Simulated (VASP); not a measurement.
A run of VASP 6.6.1 is set up as follows.

The input INCAR:

```
ALGO = Normal
EDIFF = 1E-6
ENCUT = 500
GGA = PE
GGA_COMPAT = False
ISIF = 2
ISMEAR = 0
LASPH = True
LCHARG = True
LELF = True
LMAXMIX = 6
LREAL = False
LVHAR = True
LWAVE = False
NBANDS = 16
NELM = 200
PREC = Accurate
SIGMA = 0.1
```

The input KPOINTS:

```
k-points
0
Gamma
  10 10 8
```

The input POSCAR:

```
Dy2H
1.0
    3.5038032132      0.0000000000      0.0000000000
    0.0000000000      3.5038032132      0.0000000000
    0.0000000000      0.0000000000      5.0564456864
Dy H
2 1
Direct
    0.0000000000      0.5000000000      0.7594378697
    0.5000000000      0.0000000000      0.2405621303
    0.0000000000      0.0000000000      0.0000000000
```

Potentials or basis: VASP PAW PBE potentials, release 64 (Dy_3, H), 4f in core.

Launch:

```console
$ cat potpaw_PBE.64/Dy_3/POTCAR potpaw_PBE.64/H/POTCAR > POTCAR
$ mpirun -np 1 vasp_std > vasp.out
```

**Question.** What does it give for the band gap on the k mesh?

**Answer.** Zero (an odd number of electrons rules out a gap without spin polarisation).

**Question.** What does it give for the largest force?

**Answer.** 0.017 eV/Å.

**Question.** Estimate the pressure.

**Answer.** 5.7 GPa.

Forces on the atoms (eV/Å):
```
Dy   0.000  0.000 -0.017
Dy   0.000  0.000  0.017
H    0.000  0.000  0.000
```

Caveat: the cell stands under pressure; spin-orbit coupling is left out, which moves the levels of the heavy elements; the 4f electrons are frozen in the core, so they carry no moment and show no levels. Spin polarisation is off, so any magnetic state and its effect on volume and gap are missing.
